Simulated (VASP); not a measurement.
# AlNi (P1) in VASP: notebook

The runs below take AlNi through single point, with PBE.

Everything below comes from runs of VASP 6.6.1. Logs are shortened: lines on timing, memory, paths and dates and some standing lists are left out, and cuts for length are marked.

## Step 1: The cell of the first run

The typed cell holds 2 atoms: a = 2.847 Å, b = 2.866 Å, c = 2.925 Å, α = 90.00°, β = 90.94°, γ = 90.53°.

## Step 2: Single point, PBE, collinear spin, ferromagnetic start

Contents of INCAR:

```
SYSTEM = AlNi
  PREC = Accurate
  ENCUT = 520
  EDIFF = 1E-6
  ISMEAR = -1
  SIGMA = 0.1
  LREAL = .False.
  LASPH = .True.
  NELM = 150
  ALGO = Normal
  ISIF = 2
  LWAVE = .False.
  LCHARG = .False.
  ISPIN = 2
  MAGMOM = 0 1
  LORBIT = 11
  LMAXMIX = 4
  GGA = PE
  NBANDS = 18
```

Contents of KPOINTS:

```
Automatic mesh
0
Gamma
  7 7 7
  0 0 0
```

Contents of POSCAR:

```
AlNi
1.0
    2.8464400000     -0.0132800000     -0.0236700000
   -0.0132800000      2.8658200000     -0.0001300000
   -0.0236700000     -0.0001300000      2.9247500000
Al Ni
1 1
Direct
    0.9994100000      0.0032500000      0.0032900000
    0.5084815564      0.4881160519      0.5062054964
```

Potentials or basis: VASP PAW PBE potentials, release 64 (Al, Ni).

Run with:

```bash
$ cat potpaw_PBE.64/Al/POTCAR potpaw_PBE.64/Ni/POTCAR > POTCAR
$ mpirun -np 1 vasp_std > vasp.out
```

OUTCAR:

```text
SYSTEM = AlNi
   PREC = Accurate
   ENCUT = 520
   EDIFF = 1E-6
   ISMEAR = -1
   LREAL = .False.
   LASPH = .True.
   NELM = 150
   ISIF = 2
   ISPIN = 2
   LORBIT = 11
   GGA = PE

 ion  position               nearest neighbor table
   1  0.999  0.003  0.003-   2 2.44   2 2.47   2 2.48   2 2.48   2 2.49   2 2.52   2 2.53   2 2.55

   2  0.508  0.488  0.506-   1 2.44   1 2.47   1 2.48   1 2.48   1 2.49   1 2.52   1 2.53   1 2.55

  LATTYP: Found a triclinic cell.
 ALAT       =     4.0477741374
 B/A-ratio  =     0.7225812713
 C/A-ratio  =     0.7080065920
 COS(alpha) =     0.0000523058
 COS(beta)  =     0.0065769043
 COS(gamma) =     0.7110430491

  Lattice vectors:

 A1 = (   2.8227700000,  -0.0134100000,   2.9010800000)
 A2 = (  -0.0236700000,  -0.0001300000,   2.9247500000)
 A3 = (   0.0132800000,  -2.8658200000,   0.0001300000)

Analysis of symmetry for initial positions (statically):
=====================================================================
 Subroutine PRICEL returns:
 Original cell was already a primitive cell.

 Routine SETGRP: Setting up the symmetry group for a
 triclinic supercell.

 Subroutine GETGRP returns: Found  1 space group operations
 (whereof  1 operations were pure point group operations)
 out of a pool of  2 trial point group operations.

The static configuration has the point symmetry C_1 .

Analysis of symmetry for dynamics (positions and initial velocities):
=====================================================================
 Subroutine PRICEL returns:
 Original cell was already a primitive cell.

 Routine SETGRP: Setting up the symmetry group for a
 triclinic supercell.

 Subroutine GETGRP returns: Found  1 space group operations
 (whereof  1 operations were pure point group operations)
 out of a pool of  2 trial point group operations.

The dynamic configuration has the point symmetry C_1 .

Analysis of structural, dynamic, and magnetic symmetry:
=====================================================================
 Subroutine PRICEL returns:
 Original cell was already a primitive cell.

 Routine SETGRP: Setting up the symmetry group for a
 triclinic supercell.

 Subroutine GETGRP returns: Found  1 space group operations
 (whereof  1 operations were pure point group operations)
 out of a pool of  2 trial point group operations.

The overall configuration has the point symmetry C_1 .

 Subroutine INISYM returns: Found  1 space group operations
 (whereof  1 operations are pure point group operations),
 and found     1 'primitive' translations

----------------------------------------------------------------------------------------

                                     Primitive cell

  volume of cell :      23.8562

  direct lattice vectors                    reciprocal lattice vectors
     2.846440000 -0.013280000 -0.023670000     0.351347272  0.001628247  0.002843526
    -0.013280000  2.865820000 -0.000130000     0.001628247  0.348947815  0.000028688
    -0.023670000 -0.000130000  2.924750000     0.002843526  0.000028688  0.341932579

  length of vectors
     2.846569392  2.865850772  2.924845782     0.351362551  0.348951615  0.341944403

  position of ions in fractional coordinates (direct lattice)
     0.999410000  0.003250000  0.003290000
     0.508481556  0.488116052  0.506205496

  ion indices of the primitive-cell ions
   primitive index   ion index
                 1           1
                 2           2

----------------------------------------------------------------------------------------

 KPOINTS: Automatic mesh

Automatic generation of k-mesh.
 Grid dimensions read from file:
 generate k-points for:    7    7    7

 Generating k-lattice:

  Cartesian coordinates                     Fractional coordinates (reciprocal lattice)
     0.050192467  0.000232607  0.000406218     0.142857143  0.000000000  0.000000000
     0.000232607  0.049849688  0.000004098    -0.000000000  0.142857143 -0.000000000
     0.000406218  0.000004098  0.048847511    -0.000000000  0.000000000  0.142857143

  Length of vectors
     0.050194650  0.049850231  0.048849200

  Shift w.r.t. Gamma in fractional coordinates (k-lattice)
     0.000000000  0.000000000  0.000000000

 Subroutine IBZKPT returns following result:
 ===========================================

 Found    172 irreducible k-points:

 Following reciprocal coordinates:
            Coordinates               Weight
  0.000000  0.000000  0.000000      1.000000
  0.142857  0.000000  0.000000      2.000000
  0.285714  0.000000  0.000000      2.000000
  0.428571 -0.000000  0.000000      2.000000
  0.000000  0.142857  0.000000      2.000000
  0.142857  0.142857  0.000000      2.000000
[... 16 lines left out ...]
 -0.428571  0.428571  0.000000      2.000000
 -0.285714  0.428571 -0.000000      2.000000
 [... further k-points ...]
   k-points           NKPTS =    172   k-points in BZ     NKDIM =    172   number of bands    NBANDS=     18
   number of dos      NEDOS =    301   number of ions     NIONS =      2
   total plane-waves  NPLWV =  13824
   dimension x,y,z NGX =    24 NGY =   24 NGZ =   24
   dimension x,y,z NGXF=    48 NGYF=   48 NGZF=   48
   ions per type =               1   1
   NGX,Y,Z   is equivalent  to a cutoff of  14.02, 13.92, 13.64 a.u.
   NGXF,Y,Z  is equivalent  to a cutoff of  28.03, 27.84, 27.28 a.u.
 SYSTEM =  AlNi
   PREC   = accura    normal or accurate (medium, high low for compatibility)
   ISTART =      0    job   : 0-new  1-cont  2-samecut
   ICHARG =      2    charge: 1-file 2-atom 10-const
   ISPIN  =      2    spin polarized calculation?
   LNONCOLLINEAR =      F non collinear calculations
   LSORBIT =      F    spin-orbit coupling
   LASPH  =      T    aspherical Exc in radial PAW
   ENCUT  =  520.0 eV  38.22 Ry    6.18 a.u.   5.29  5.33  5.44*2*pi/ulx,y,z
   NELM   =    150;   NELMIN=  2; NELMDL= -5     # of ELM steps
   EDIFF  = 0.1E-05   stopping-criterion for ELM
   LREAL  =      F    real-space projection
   EDIFFG = 0.1E-04   stopping-criterion for IOM
   NSW    =      0    number of steps for IOM
   IBRION =     -1    ionic relax: 0-MD 1-quasi-New 2-CG
   NFREE  =      0    steps in history (QN), initial steepest desc. (CG)
   ISIF   =      2    stress and relaxation
   ISYM   =      2    0-nonsym 1-usesym 2-fastsym
   POTIM  = 0.5000    time-step for ionic-motion
   TEBEG  =    0.0;   TEEND  =   0.0 temperature during run
   PSTRESS=    0.0 pullay stress
   NELECT =      13.0000    total number of electrons
   NUPDOWN=      -1.0000    fix difference up-down
   EMIN   =  10.00;   EMAX   =-10.00  energy-range for DOS
   EFERMI =   0.00;   METHOD = LEGACY
   ISMEAR =    -1;   SIGMA  =   0.10  broadening in eV -4-tet -1-fermi 0-gaus
   EFERMI_NEDOS =   21; number of points for ismear=-14 and -15
   IALGO  =     38    algorithm
   IMIX   =      4    mixing-type and parameters
     AMIX     =   0.40;   BMIX     =  1.00
     AMIX_MAG =   1.60;   BMIX_MAG =  1.00
  volume/ion in A,a.u.               =      11.93        80.49
  Fermi-wavevector in a.u.,A,eV,Ry     =   1.337177  2.526898 24.327796  1.788043
  Thomas-Fermi vector in A             =   2.465746
   LORBIT       =     11    0 simple, 1 ext, 2 COOP (PROOUT), +10 PAW based schemes
   GGA     = PE    functional components
   LHFCALC =     F    Hartree Fock is set to
   AEXX    =    0.0000 exact exchange contribution
   IVDW    =     0    specifies the selected vdW correction
   LEPSILON=     F    determine dielectric tensor
   LRPA    =     F    only Hartree local field effects (RPA)
 spin polarized calculation
  energy-cutoff  :      520.00
  volume of cell :       23.86
 maximum number of plane-waves:       656
 NGX is ok and might be reduce to    24
   NGX = 11   NGY = 11   NGZ = 11

 number of electron      12.9999998 magnetization      -0.0010914

 number of electron      12.9999998 magnetization       0.0003071

 Free energy of the ion-electron system (eV)
  ---------------------------------------------------
  ext. energy  EPLUGINS =         0.00000000
  ---------------------------------------------------
  free energy    TOTEN  =       -10.54706933 eV

  energy without entropy =      -10.52677231  energy(sigma->0) =      -10.53692082

 E-fermi :  10.1847     XC(G=0): -12.0580

 val. band max:       10.1813064031   @ k =  -0.0000   0.0000   0.2857
 cond. band min:      10.1888613114   @ k =  -0.4286   0.4286   0.4286
 fundamental gap:      0.0075549083
 Fermi energy:        10.1846717958

 spin component 1

 k-point     1 :       0.0000    0.0000    0.0000
  band No.  band energies     occupation
      1      -1.0984      1.00000
      2       6.8133      1.00000
      3       6.8468      1.00000
      4       8.4834      1.00000
      5       8.5161      1.00000
      6       8.5798      1.00000
[... 10 lines left out ...]
     17      33.4119      0.00000
     18      33.6306      0.00000
[... 463 lines left out ...]
 k-point    24 :      -0.2857    0.4286   -0.0000
  band No.  band energies     occupation
      1       3.3592      1.00000
      2       5.3949      1.00000
      3       7.3966      1.00000
      4       7.6924      1.00000
      5       7.8792      1.00000
      6       8.1609      1.00000
[... 10 lines left out ...]
     17      31.5554      0.00000
     18      34.7906      0.00000

 [... further k-points ...]

 spin component 2

 k-point     1 :       0.0000    0.0000    0.0000
  band No.  band energies     occupation
      1      -1.0984      1.00000
      2       6.8134      1.00000
      3       6.8469      1.00000
      4       8.4837      1.00000
      5       8.5164      1.00000
      6       8.5801      1.00000
[... 10 lines left out ...]
     17      33.4117      0.00000
     18      33.6305      0.00000
[... 463 lines left out ...]
 k-point    24 :      -0.2857    0.4286   -0.0000
  band No.  band energies     occupation
      1       3.3591      1.00000
      2       5.3949      1.00000
      3       7.3967      1.00000
      4       7.6925      1.00000
      5       7.8794      1.00000
      6       8.1611      1.00000
[... 10 lines left out ...]
     17      31.5554      0.00000
     18      34.7906      0.00000

 [... further k-points ...]

------------------------ aborting loop because EDIFF is reached ----------------------------------------

  FORCE on cell =-STRESS in cart. coord.  units (eV):
  Direction    XX          YY          ZZ          XY          YZ          ZX
  --------------------------------------------------------------------------------------
  -------------------------------------------------------------------------------------
  Total        0.5756375      0.4336721      0.1831045      0.1326847      0.0053700      0.2894435
  in kB       38.6597122     29.1253425     12.2972655      8.9110776      0.3606453     19.4389708
  external PRESSURE =      26.6941067 kB  Pullay stress =       0.0000000 kB

 VOLUME and BASIS-vectors are now :
 -----------------------------------------------------------------------------
  energy-cutoff  :      520.00
  volume of cell :       23.86
      direct lattice vectors                 reciprocal lattice vectors
     2.846440000 -0.013280000 -0.023670000     0.351347272  0.001628247  0.002843526
    -0.013280000  2.865820000 -0.000130000     0.001628247  0.348947815  0.000028688
    -0.023670000 -0.000130000  2.924750000     0.002843526  0.000028688  0.341932579

 POSITION                                       TOTAL-FORCE (eV/Angst)
 -----------------------------------------------------------------------------------
      2.84464     -0.00396     -0.01403         0.149095     -0.254964      0.062408
      1.42890      1.39203      1.46843        -0.149095      0.254964     -0.062408
 -----------------------------------------------------------------------------------
    total drift:                                0.000044      0.000005     -0.000091

  FREE ENERGIE OF THE ION-ELECTRON SYSTEM (eV)
  ---------------------------------------------------
  free  energy   TOTEN  =       -10.5470693300 eV

  energy  without entropy=      -10.5267723066  energy(sigma->0) =      -10.53692082

 total charge

# of ion       s       p       d       tot
------------------------------------------
    1        0.385   0.415   0.000   0.800
    2        0.477   0.516   8.480   9.473
--------------------------------------------------
tot          0.862   0.931   8.480  10.273

 magnetization (x)

# of ion       s       p       d       tot
------------------------------------------
    1        0.000  -0.000   0.000  -0.000
    2       -0.000  -0.000   0.000   0.000
--------------------------------------------------
tot          0.000  -0.000   0.000   0.000
```

Run time: 45 s. Hardware: 1 thread of Intel Xeon 6975P-C (Granite Rapids), shared host; peak memory 0.23 GiB.

Results:

- Free energy: -10.5471 eV
- Pressure: 2.7 GPa
- Largest force: 0.302 eV/Å
- Net moment: 0.00 μB per cell
- Valence electrons inside the program's atomic spheres: Al 0.80; Ni 9.47

Forces in eV/Å, atoms in the order of the input:
```
Al   0.149 -0.255  0.062
Ni  -0.149  0.255 -0.062
```

Stress tensor (GPa, compression positive):
```
3.87 0.89 1.94
0.89 2.91 0.04
1.94 0.04 1.23
```

## Step 3: Single point, PBE, collinear spin, ferromagnetic start

Contents of INCAR:

```
PREC = Accurate ; ENCUT = 520
EDIFF = 1E-6 ; ISMEAR = -1
SIGMA = 0.1 ; LREAL = F
LASPH = T ; NELM = 150
ALGO = Normal ; ISIF = 2
LWAVE = F ; LCHARG = F
ISPIN = 2 ; MAGMOM = 0 1
LORBIT = 11 ; LMAXMIX = 4
GGA = PE ; NBANDS = 18
```

Contents of KPOINTS:

```
regular mesh
0
Gamma
  7 7 7
```

POSCAR: that of step 2 with these lines changed.

```diff
@@ -9,2 +9,2 @@
     0.9994100000      0.0032500000      0.0032900000
-    0.5084815564      0.4881160519      0.5062054964
+    0.4972384436      0.4880639481      0.5061145036
```

Potentials or basis: VASP PAW PBE potentials, release 64 (Al, Ni).

Run with:

```bash
$ cat potpaw_PBE.64/Al/POTCAR potpaw_PBE.64/Ni/POTCAR > POTCAR
$ mpirun -np 1 vasp_std > vasp.out
```

OUTCAR:

```text
PREC = Accurate
   ENCUT = 520
   EDIFF = 1E-6
   ISMEAR = -1
   LREAL = F
   LASPH = T
   NELM = 150
   ISIF = 2
   ISPIN = 2
   LORBIT = 11
   GGA = PE

 ion  position               nearest neighbor table
   1  0.999  0.003  0.003-   2 2.45   2 2.46   2 2.47   2 2.50   2 2.50   2 2.51   2 2.53   2 2.53

   2  0.497  0.488  0.506-   1 2.45   1 2.46   1 2.47   1 2.50   1 2.50   1 2.51   1 2.53   1 2.53

  LATTYP: Found a triclinic cell.
 ALAT       =     4.0477741374
 B/A-ratio  =     0.7225812713
 C/A-ratio  =     0.7080065920
 COS(alpha) =     0.0000523058
 COS(beta)  =     0.0065769043
 COS(gamma) =     0.7110430491

  Lattice vectors:

 A1 = (   2.8227700000,  -0.0134100000,   2.9010800000)
 A2 = (  -0.0236700000,  -0.0001300000,   2.9247500000)
 A3 = (   0.0132800000,  -2.8658200000,   0.0001300000)

Analysis of symmetry for initial positions (statically):
=====================================================================
[... 710 lines left out ...]
      4       8.4834      1.00000
      5       8.5181      1.00000
      6       8.5804      1.00000
[... 493 lines left out ...]
     17      31.5535      0.00000
     18      34.8210      0.00000

 [... further k-points ...]

------------------------ aborting loop because EDIFF is reached ----------------------------------------

  FORCE on cell =-STRESS in cart. coord.  units (eV):
  Direction    XX          YY          ZZ          XY          YZ          ZX
  --------------------------------------------------------------------------------------
  -------------------------------------------------------------------------------------
  Total        0.5726438      0.4256355      0.1759617      0.1622583      0.0068314      0.2834752
  in kB       38.4586541     28.5856024     11.8175566     10.8972390      0.4587968     19.0381398
  external PRESSURE =      26.2872710 kB  Pullay stress =       0.0000000 kB

 VOLUME and BASIS-vectors are now :
 -----------------------------------------------------------------------------
  energy-cutoff  :      520.00
  volume of cell :       23.86
      direct lattice vectors                 reciprocal lattice vectors
     2.846440000 -0.013280000 -0.023670000     0.351347272  0.001628247  0.002843526
    -0.013280000  2.865820000 -0.000130000     0.001628247  0.348947815  0.000028688
    -0.023670000 -0.000130000  2.924750000     0.002843526  0.000028688  0.341932579

 POSITION                                       TOTAL-FORCE (eV/Angst)
 -----------------------------------------------------------------------------------
      2.84464     -0.00396     -0.01403        -0.043567     -0.262497      0.047342
      1.39690      1.39203      1.46843         0.043567      0.262497     -0.047342
 -----------------------------------------------------------------------------------
    total drift:                               -0.000041     -0.000106     -0.000131

  FREE ENERGIE OF THE ION-ELECTRON SYSTEM (eV)
  ---------------------------------------------------
  free  energy   TOTEN  =       -10.5487596408 eV

  energy  without entropy=      -10.5284536600  energy(sigma->0) =      -10.53860665

 total charge

# of ion       s       p       d       tot
------------------------------------------
    1        0.385   0.415   0.000   0.800
    2        0.477   0.516   8.480   9.473
--------------------------------------------------
tot          0.862   0.931   8.480  10.272

 magnetization (x)

# of ion       s       p       d       tot
------------------------------------------
    1        0.000  -0.000   0.000  -0.000
    2       -0.000  -0.000   0.000   0.000
--------------------------------------------------
tot          0.000  -0.000   0.000   0.000
```

OSZICAR:

```text
N       E                     dE             d eps       ncg     rms          rms(c)
DAV:   1     0.461459029818E+02    0.46146E+02   -0.52723E+03 12738   0.796E+02
DAV:   2    -0.924539874447E+01   -0.55391E+02   -0.48704E+02 13486   0.163E+02
DAV:   3    -0.119004870774E+02   -0.26551E+01   -0.26029E+01 14822   0.367E+01
DAV:   4    -0.119355871239E+02   -0.35100E-01   -0.35069E-01 14416   0.373E+00
DAV:   5    -0.119363729307E+02   -0.78581E-03   -0.78575E-03 14332   0.607E-01    0.125E+01
DAV:   6    -0.141082849584E+02   -0.21719E+01   -0.42280E+01 14038   0.759E+01    0.166E+01
DAV:   7    -0.105752014066E+02    0.35331E+01   -0.12819E+01 14288   0.447E+01    0.168E+00
DAV:   8    -0.105623348188E+02    0.12867E-01   -0.33233E-01 16332   0.542E+00    0.106E+00
DAV:   9    -0.105486684864E+02    0.13666E-01   -0.38066E-02 16000   0.191E+00    0.511E-01
DAV:  10    -0.105488483379E+02   -0.17985E-03   -0.12723E-03 18092   0.319E-01    0.160E-01
DAV:  11    -0.105487285975E+02    0.11974E-03   -0.69006E-04 15610   0.204E-01    0.754E-02
DAV:  12    -0.105487659282E+02   -0.37331E-04   -0.13399E-04 15000   0.978E-02    0.406E-02
DAV:  13    -0.105487591183E+02    0.68100E-05   -0.30733E-05 16156   0.594E-02    0.859E-03
DAV:  14    -0.105487596408E+02   -0.52259E-06   -0.16757E-06  7874   0.118E-02
   1 F= -.10548760E+02 E0= -.10538607E+02  d E =-.203060E-01  mag=    -0.0001
```

stdout:

```text
POSCAR found type information on POSCAR AlNi
 POSCAR found :  2 types and       2 ions
 scaLAPACK will be used
 LDA part: xc-table for (Slater+PW92), standard interpolation
 POSCAR, INCAR and KPOINTS ok, starting setup
 FFT: planning ... GRIDC
 FFT: planning ... GRID_SOFT
 FFT: planning ... GRID
 WAVECAR not read
 entering main loop
```

Wall time 42 s (1 thread of Intel Xeon 6975P-C (Granite Rapids), shared host); peak memory 0.23 GiB.

Results:

- Free energy: -10.5488 eV
- Pressure: 2.6 GPa
- Largest force: 0.270 eV/Å
- Net moment: 0.00 μB per cell
- Valence electrons inside the program's atomic spheres: Al 0.80; Ni 9.47

Forces in eV/Å, atoms in the order of the input:
```
Al  -0.044 -0.262  0.047
Ni   0.044  0.262 -0.047
```
